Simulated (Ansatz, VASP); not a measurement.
**Two plane-wave programs on Mg**

```
Mg
1.0
     3.07052    0.00000    0.00000
    -1.02351    2.89491    0.00000
    -1.02351   -1.44746    2.50707
Mg
1
Direct
  0.00000 0.00000 0.00000
```

Alike in both runs: task single point; functional LDA; k mesh 11 × 11 × 11; occupations gaussian, width 0.02 eV; no spin polarisation.

|  | VASP | Ansatz |
| --- | --- | --- |
| version | VASP 6.6.1 | Ansatz 0.2.0 |
| potentials or method | VASP PAW LDA potentials, release 64 (Mg) | Ansatz PAW |
| plane-wave cutoff (eV) | 520 | 420 |
| valence electrons in the cell | 2 | 10 |

```tsv
	VASP	Ansatz	Ansatz less VASP
gap on the k mesh at the Fermi level (eV)	none	none	-
pressure (GPa)	-1.6	-1.3	+0.32
```

LDA's correlation is that of Perdew and Zunger in VASP and of Perdew and Wang (1992) in Ansatz. A gap of «none» marks a metal or a gap that the smearing closes. VASP's potentials hold 2 valence electrons a cell and Ansatz's 10, so a difference there can come from the potentials and not from the codes.
